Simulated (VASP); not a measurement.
A run of VASP 6.6.1:

File INCAR:

```
SYSTEM = HgTe
PREC = Accurate ; ENCUT = 520
EDIFF = 1E-6 ; ISMEAR = 0
SIGMA = 0.15 ; LREAL = .False.
LASPH = .True. ; NELM = 80
ALGO = Normal ; ISIF = 2
LWAVE = .False. ; LCHARG = .True.
GGA = PS ; LELF = .True.
LVHAR = .True. ; NBANDS = 16
```

Contents of KPOINTS:

```
regular mesh
0
Gamma
  14 14 14
  0 0 0
```

POSCAR

```
HgTe
1.0
    0.0000000000      3.1267950000      3.1751475000
    3.1267950000      0.0000000000      3.1751475000
    3.1267950000      3.1267950000      0.0000000000
Hg Te
1 1
Direct
    0.0000000000      0.0000000000      0.0000000000
    0.7500000000      0.7500000000      0.7500000000
```

Potentials or basis: VASP PAW PBE potentials, release 64 (Hg, Te).

Command:

```bash
$ cat potpaw_PBE.64/Hg/POTCAR potpaw_PBE.64/Te/POTCAR > POTCAR
$ mpirun -np 1 vasp_std > vasp.out
```

Hardware: 1 thread of Intel(R) Xeon(R) 6975P-C (Granite Rapids), with other jobs on the host.

Estimate the wall time of this run.

Wall time 90 s on 1 thread of Intel(R) Xeon(R) 6975P-C (Granite Rapids), with other jobs on the host, peak memory 0.39 GiB. Counts: scf iterations 13, k points 244.
